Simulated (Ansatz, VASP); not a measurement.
# NaI: VASP beside Ansatz

POSCAR

```
NaI
1.0
    0.0000000000      3.5431926705      3.5431926705
    3.5431926705      0.0000000000      3.5431926705
    3.5431926705      3.5431926705      0.0000000000
Na I
1 1
Direct
    0.0000000000      0.0000000000      0.0000000000
    0.2500000000      0.2500000000      0.2500000000
```

Contents of INCAR.step1:

```
PREC = Accurate
ENCUT = 520
EDIFF = 1E-5
ISMEAR = 0
SIGMA = 0.01
LREAL = False
LASPH = True
NELM = 100
ALGO = Normal
ISIF = 2
LWAVE = True
NBANDS = 14
GGA = PE
```

INCAR.step2

```
PREC = Accurate
ENCUT = 520
EDIFF = 1E-6
ISMEAR = 0
SIGMA = 0.01
LREAL = False
LASPH = True
NELM = 100
ALGO = Normal
ISIF = 2
LWAVE = False
LCHARG = True
GGA = PE
LHFCALC = True
HFSCREEN = 0.2079
PRECFOCK = Normal
LELF = True
LVHAR = True
NBANDS = 14
ISTART = 1
```

File KPOINTS:

```
regular mesh
0
Gamma
  4 4 4
```

Input for Ansatz:

```yaml
crystal:
  lattice:
    - [0.0, 3.5431926705, 3.5431926705]
    - [3.5431926705, 0.0, 3.5431926705]
    - [3.5431926705, 3.5431926705, 0.0]
  atoms:
    - { symbol: Na, position: [0.0, 0.0, 0.0] }
    - { symbol: I, position: [0.25, 0.25, 0.25] }
kpoints:
  mp_grid: { grid: [4, 4, 4] }
  band_path:
    path:
      - [0.0, 0.0, 0.0]
      - [-0.5, -0.5, 0.0]
      - [-0.375, -0.375, 0.25]
      - [-0.375, 0.0, 0.375]
      - [0.0, 0.0, 0.5]
      - [-0.5, -0.25, 0.25]
    npoints: 1
hamiltonian:
  xc: hse06
scf:
  occupations: { method: fixed }
  n_extra_bands: 4
output:
  forces: true
  stress: true
  eigenvalues: true
```

Alike in both runs: task single point; functional HSE06; k mesh 4 × 4 × 4; no spin polarisation.

|  | VASP | Ansatz |
| --- | --- | --- |
| version | VASP 6.6.1 | Ansatz 0.2.0 |
| potentials or method | VASP PAW PBE potentials, release 64 (Na_pv, I) | plane waves, PAW |
| plane-wave cutoff (eV) | 520 | 420 |
| occupations | gaussian, width 0.01 eV | fixed |
| valence electrons in the cell | 14 | 26 |

|  | VASP | Ansatz | Ansatz less VASP |
| --- | --- | --- | --- |
| gap on the k mesh at the Fermi level (eV) | 4.80 | 4.81 | +0.014 |
| pressure (GPa) | 0.2 | 0.2 | -0.01 |

VASP's potentials hold 14 valence electrons a cell and Ansatz's 26, so a difference there can come from the potentials and not from the codes. Ansatz's warnings: stress exchange threshold loose, stress scf threshold loose.

Spin-orbit coupling is off throughout.
